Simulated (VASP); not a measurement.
# Mg (I4/mmm) in VASP: notebook

Runs on Mg. Level: PBE. Tasks: single point.

All numbers are computed with VASP 6.6.1; they aren't measurements. Logs are shortened: lines on timing, memory, paths and dates and some standing lists are left out, and cuts for length are marked.

**1. The cell of the first run**

It takes space group I4/mmm (No. 139, tetragonal). Conventional cell: a = 3.414 Å, b = 3.414 Å, c = 3.546 Å, α = 90.00°, β = 90.00°, γ = 90.00°. Within 3.9 Å of Mg (site symmetry 4/mmm) lie 14 Mg at 3.00 to 3.55 Å.

**2. Single point, PBE**

INCAR

```
SYSTEM = Mg
PREC = Accurate ; ENCUT = 520
EDIFF = 1E-6 ; ISMEAR = 0
SIGMA = 0.15 ; LREAL = .FALSE.
LASPH = .TRUE. ; NELM = 80
ALGO = Fast ; ISIF = 2
LWAVE = .FALSE. ; LCHARG = .FALSE.
GGA = PE ; NBANDS = 7
```

KPOINTS

```
regular mesh
0
G
  18 18 18
  0 0 0
```

POSCAR

```
Mg
1.0
   -1.7070500000      1.7070500000      1.7730500000
    1.7070500000     -1.7070500000      1.7730500000
    1.7070500000      1.7070500000     -1.7730500000
Mg
1
Direct
    0.0000000000      0.0000000000      0.0000000000
```

Potentials or basis: VASP PAW PBE potentials, release 64 (Mg).

Launch:

```bash
cat potpaw_PBE.64/Mg/POTCAR > POTCAR
mpirun -np 1 vasp_std > vasp.out
```

OUTCAR:

```text
SYSTEM = Mg
   PREC = Accurate
   ENCUT = 520
   EDIFF = 1E-6
   ISMEAR = 0
   LREAL = .FALSE.
   LASPH = .TRUE.
   NELM = 80
   ISIF = 2
   GGA = PE

 ion  position               nearest neighbor table
   1  0.000  0.000  0.000-

  LATTYP: Found a body centered tetragonal cell.
 ALAT       =     3.4141000000
 C/A-ratio  =     1.0386631909

  Lattice vectors:

 A1 = (  -1.7070500000,   1.7070500000,   1.7730500000)
 A2 = (   1.7070500000,  -1.7070500000,   1.7730500000)
 A3 = (   1.7070500000,   1.7070500000,  -1.7730500000)

Analysis of symmetry for initial positions (statically):
=====================================================================
 Subroutine PRICEL returns:
 Original cell was already a primitive cell.

 Routine SETGRP: Setting up the symmetry group for a
 body centered tetragonal supercell.

 Subroutine GETGRP returns: Found 16 space group operations
 (whereof 16 operations were pure point group operations)
 out of a pool of 16 trial point group operations.

The static configuration has the point symmetry D_4h.

Analysis of symmetry for dynamics (positions and initial velocities):
=====================================================================
 Subroutine PRICEL returns:
 Original cell was already a primitive cell.

 Routine SETGRP: Setting up the symmetry group for a
 body centered tetragonal supercell.

 Subroutine GETGRP returns: Found 16 space group operations
 (whereof 16 operations were pure point group operations)
 out of a pool of 16 trial point group operations.

The dynamic configuration has the point symmetry D_4h.

 Subroutine INISYM returns: Found 16 space group operations
 (whereof 16 operations are pure point group operations),
 and found     1 'primitive' translations

----------------------------------------------------------------------------------------

                                     Primitive cell

  volume of cell :      20.6668

  direct lattice vectors                    reciprocal lattice vectors
    -1.707050000  1.707050000  1.773050000     0.000000000  0.292902961  0.281999944
     1.707050000 -1.707050000  1.773050000     0.292902961  0.000000000  0.281999944
     1.707050000  1.707050000 -1.773050000     0.292902961  0.292902961  0.000000000

  length of vectors
     2.995287250  2.995287250  2.995287250     0.406590842  0.406590842  0.414227340

  position of ions in fractional coordinates (direct lattice)
[... 78 lines left out ...]
   LREAL  =      F    real-space projection
   EDIFFG = 0.1E-04   stopping-criterion for IOM
   NSW    =      0    number of steps for IOM
   IBRION =     -1    ionic relax: 0-MD 1-quasi-New 2-CG
   NFREE  =      0    steps in history (QN), initial steepest desc. (CG)
   ISIF   =      2    stress and relaxation
   ISYM   =      2    0-nonsym 1-usesym 2-fastsym
   POTIM  = 0.5000    time-step for ionic-motion
   TEBEG  =    0.0;   TEEND  =   0.0 temperature during run
   PSTRESS=    0.0 pullay stress
   NELECT =       2.0000    total number of electrons
   NUPDOWN=      -1.0000    fix difference up-down
   EMIN   =  10.00;   EMAX   =-10.00  energy-range for DOS
   EFERMI =   0.00;   METHOD = LEGACY
   ISMEAR =     0;   SIGMA  =   0.15  broadening in eV -4-tet -1-fermi 0-gaus
   EFERMI_NEDOS =   21; number of points for ismear=-14 and -15
   IALGO  =     68    algorithm
   IMIX   =      4    mixing-type and parameters
     AMIX     =   0.40;   BMIX     =  1.00
     AMIX_MAG =   1.60;   BMIX_MAG =  1.00
  volume/ion in A,a.u.               =      20.67       139.47
  Fermi-wavevector in a.u.,A,eV,Ry     =   0.751612  1.420341  7.686210  0.564921
  Thomas-Fermi vector in A             =   1.848633
   LORBIT       =      0    0 simple, 1 ext, 2 COOP (PROOUT), +10 PAW based schemes
   GGA     = PE    functional components
   LHFCALC =     F    Hartree Fock is set to
   AEXX    =    0.0000 exact exchange contribution
   IVDW    =     0    specifies the selected vdW correction
   LEPSILON=     F    determine dielectric tensor
   LRPA    =     F    only Hartree local field effects (RPA)
 non-spin polarized calculation
 RMM-DIIS sequential band-by-band and
 Gauss-broadening in eV      SIGMA  =   0.15
  energy-cutoff  :      520.00
  volume of cell :       20.67
 maximum number of plane-waves:       575
   NGX = 11   NGY = 11   NGZ = 11

 number of electron       2.0000000 magnetization

 Free energy of the ion-electron system (eV)
  ---------------------------------------------------
  ext. energy  EPLUGINS =         0.00000000
  ---------------------------------------------------
  free energy    TOTEN  =        -1.45305494 eV

  energy without entropy =       -1.44934184  energy(sigma->0) =       -1.45119839

 E-fermi :   3.2380     XC(G=0):  -8.8257

 val. band max:        3.2027673921   @ k =   0.3889   0.1667   0.0000
 cond. band min:       3.2394416222   @ k =   0.4444   0.3889   0.0556
 fundamental gap:      0.0366742301
 Fermi energy:         3.2379912667

 k-point     1 :       0.0000    0.0000    0.0000
  band No.  band energies     occupation
      1      -4.1870      2.00000
      2      16.7208      0.00000
      3      16.7208      0.00000
      4      17.5147      0.00000
      5      18.6565      0.00000
      6      19.5364      0.00000
      7      19.5534      0.00000
[... 221 lines left out ...]
 k-point    24 :      -0.2222    0.0556    0.0000
  band No.  band energies     occupation
      1      -3.1790      2.00000
      2      10.9519      0.00000
      3      13.8716      0.00000
      4      14.9251      0.00000
      5      16.9603      0.00000
      6      17.5682      0.00000
      7      19.6089      0.00000

 [... further k-points ...]

------------------------ aborting loop because EDIFF is reached ----------------------------------------

  FORCE on cell =-STRESS in cart. coord.  units (eV):
  Direction    XX          YY          ZZ          XY          YZ          ZX
  --------------------------------------------------------------------------------------
  -------------------------------------------------------------------------------------
  Total        0.5525689      0.5525689      0.5869656      0.0000000     -0.0000000      0.0000000
  in kB       42.8374446     42.8374446     45.5040244      0.0000000     -0.0000000      0.0000000
  external PRESSURE =      43.7263046 kB  Pullay stress =       0.0000000 kB

 VOLUME and BASIS-vectors are now :
 -----------------------------------------------------------------------------
  energy-cutoff  :      520.00
  volume of cell :       20.67
      direct lattice vectors                 reciprocal lattice vectors
    -1.707050000  1.707050000  1.773050000     0.000000000  0.292902961  0.281999944
     1.707050000 -1.707050000  1.773050000     0.292902961  0.000000000  0.281999944
     1.707050000  1.707050000 -1.773050000     0.292902961  0.292902961  0.000000000

 POSITION                                       TOTAL-FORCE (eV/Angst)
 -----------------------------------------------------------------------------------
      0.00000      0.00000      0.00000        -0.000000      0.000000     -0.000000
 -----------------------------------------------------------------------------------
    total drift:                                0.000000      0.000000      0.000000

  FREE ENERGIE OF THE ION-ELECTRON SYSTEM (eV)
  ---------------------------------------------------
  free  energy   TOTEN  =        -1.4530549405 eV

  energy  without entropy=       -1.4493418368  energy(sigma->0) =       -1.45119839
```

stdout:

```text
POSCAR found type information on POSCAR Mg
 POSCAR found :  1 types and       1 ions
 scaLAPACK will be used
 LDA part: xc-table for (Slater+PW92), standard interpolation
 POSCAR, INCAR and KPOINTS ok, starting setup
 FFT: planning ... GRIDC
 FFT: planning ... GRID_SOFT
 FFT: planning ... GRID
 WAVECAR not read
 entering main loop
```

Run time: 52 s. Hardware: 1 thread of Intel Xeon 8259CL, shared host; peak memory 0.2 GiB.

What came out:

| Item | Value |
| --- | --- |
| Free energy | -1.4531 eV |
| Pressure | 4.4 GPa |
| Band gap on the k mesh | zero (bands 1 and 2 overlap by 4.55 eV) |

Stress tensor (GPa, compression positive):
```
4.28 0.00 0.00
0.00 4.28 0.00
0.00 0.00 4.55
```

Caveat: the cell stands under pressure.

**3. Single point, PBE**

This run uses another cell than the first one, of 20.88 Å³/atom.

INCAR

```
ALGO     = Fast           # electronic algorithm
EDIFF    = 1E-6           # SCF threshold, eV
ENCUT    = 520            # plane-wave cutoff, eV
GGA      = PE             # functional
ISIF     = 2              # what is computed and relaxed
ISMEAR   = 0              # smearing method
LASPH    = True           # aspherical terms in the spheres
LCHARG   = False          # write CHGCAR
LREAL    = False          # projectors in reciprocal space
LWAVE    = False          # write WAVECAR
NBANDS   = 7              # bands
NELM     = 60             # most SCF steps
PREC     = Accurate       # precision mode
SIGMA    = 0.15           # smearing width, eV
```

KPOINTS

```
k-points
0
Gamma
  18 18 18
```

POSCAR

```
Mg
1.0
   -1.7499000000      1.7499000000      1.7048661797
    1.7499000000     -1.7499000000      1.7048661797
    1.7499000000      1.7499000000     -1.7048661797
Mg
1
Direct
    0.0000000000      0.0000000000      0.0000000000
```

Potentials or basis: VASP PAW PBE potentials, release 64 (Mg).

Launch:

```bash
cat potpaw_PBE.64/Mg/POTCAR > POTCAR
mpirun -np 1 vasp_std > vasp.out
```

Run time: 50 s. Hardware: 1 thread of Intel Xeon 8259CL, shared host; peak memory 0.2 GiB.

Results (log left out):

```
Free energy            : -1.4581 eV
Pressure               : 3.8 GPa
Band gap on the k mesh : zero (bands 1 and 2 overlap by 4.91 eV)
```

Stress tensor (GPa, compression positive):
```
3.82 0.00 0.00
0.00 3.82 0.00
0.00 0.00 3.90
```

Levels at points of the mesh, in eV from the Fermi level:
```tsv
k point	band 1	band 2	band 3	band 4	band 5	band 6
(0.00, 0.00, 0.00)	-7.37	13.30	13.85	13.85	15.47	16.09
(0.50, 0.00, 0.00)	-1.59	-0.84	8.81	9.93	10.66	12.25
(0.50, 0.50, 0.00)	-1.72	-1.03	9.29	10.41	11.18	12.44
(0.50, 0.50, 0.50)	3.88	3.92	3.92	4.13	4.58	8.57
```

Caveat: the cell stands under pressure.
